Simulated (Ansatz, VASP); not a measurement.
**One calculation of HfH2, two programs**

```
Hf H
1.0
    -1.73900    1.73900    2.20230
     1.73900   -1.73900    2.20230
     1.73900    1.73900   -2.20230
Hf H
1 2
Direct
  0.00000 0.00000 0.00000
  0.75000 0.25000 0.50000
  0.25000 0.75000 0.50000
```

Change from the starting cell: zz strain of +1 %.

Alike in both runs: task single point; functional LDA; k mesh 12 × 12 × 12; occupations fermi-dirac, width 0.03 eV; no spin polarisation.

|  | VASP | Ansatz |
| --- | --- | --- |
| version | VASP 6.6.1 | Ansatz 0.2.0 |
| potentials or method | VASP PAW LDA potentials, release 64 (Hf_pv, H), cutoff 520 eV | all-electron LAPW, scalar-relativistic |

|  | VASP | Ansatz | Ansatz less VASP |
| --- | --- | --- | --- |
| pressure (GPa) | -9.7 | -9.5 | +0.17 |
| traceless stress, the component that is largest in VASP (GPa) | -0.87 | -0.89 | -0.019 |

LDA's correlation is that of Perdew and Zunger in VASP and of Perdew and Wang (1992) in Ansatz. Ansatz ran all-electron here, and VASP with PAW potentials.

Neither program's run includes spin-orbit coupling.
